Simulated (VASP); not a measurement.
Runs of VASP 6.6.1 on Ti. The structure is that of space group P6_3/mmc (No. 194), or close to it. The cells are those of the table. 

| task | cell | k mesh | cutoff (eV) | gap on the mesh (eV) | pressure (GPa) | relaxed volume (Å³/atom) |
| --- | --- | --- | --- | --- | --- | --- |
| single point | a = 2.936, b = 2.936, c = 4.641 Å, angles 90.0, 90.0, 120.0°, 2 atoms | 6 × 6 × 4 | 520 | none | -8.2 | - |
| relaxation of cell and atoms | relaxed from a = 2.936, b = 2.936, c = 4.641 Å, angles 90.0, 90.0, 120.0°, 2 atoms | 6 × 6 × 4 | 600 | none | 0.1 | 16.04 |
| single point | a = 2.864, b = 2.864, c = 4.535 Å, angles 90.0, 90.0, 120.0°, 2 atoms | 18 × 18 × 10 | 520 | none | (a) | - |
| relaxation of cell and atoms | relaxed from a = 2.854, b = 2.854, c = 4.562 Å, angles 90.0, 90.0, 120.0°, 2 atoms | 18 × 18 × 10 | 600 | none | 0.0 | 16.09 |
| single point | a = 2.854, b = 2.854, c = 4.562 Å, angles 90.0, 90.0, 120.0°, 2 atoms | 6 × 6 × 4 | 520 | none | (b) | - |

Alike in all rows: level LDA; potentials or basis VASP PAW LDA potentials, release 64 (Ti_sv); no spin polarisation; smearing gaussian 0.1 eV.

Question: Fill in the values left out.

Answer: (a) -0.4; (b) -0.2.

Caveats: some runs use coarse meshes.

A gap of «none» marks levels without a gap at the run's occupations.
